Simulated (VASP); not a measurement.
Here is a VASP 6.6.1 calculation.

INCAR

```
  PREC = Accurate
  ENCUT = 500
  EDIFF = 1E-6
  ISMEAR = 1
  SIGMA = 0.1
  LREAL = F
  LASPH = T
  NELM = 120
  ALGO = Normal
  ISIF = 2
  LWAVE = F
  LCHARG = T
  GGA = PE
  LELF = T
  LVHAR = T
  NBANDS = 12
  GGA_COMPAT = F
```

Contents of KPOINTS:

```
Automatic mesh
0
Gamma
  14 14 14
```

POSCAR

```
Ta
1.0
   -1.6490622221      1.6490622221      1.6490622221
    1.6490622221     -1.6490622221      1.6490622221
    1.6490622221      1.6490622221     -1.6490622221
Ta
1
Direct
    0.0000000000      0.0000000000      0.0000000000
```

Potentials or basis: VASP PAW PBE potentials, release 64 (Ta_pv).

Launch:

```sh
$ cat potpaw_PBE.64/Ta_pv/POTCAR > POTCAR
$ mpirun -np 1 vasp_std > vasp.out
```

Problem. Predict the pressure.

Solution. 4.1 GPa.

Problem. Predict the band gap on the k mesh.

Solution. Zero (an odd number of electrons rules out a gap without spin polarisation).

Caveat: the cell stands under pressure; spin-orbit coupling is left out, which moves the levels of the heavy elements.
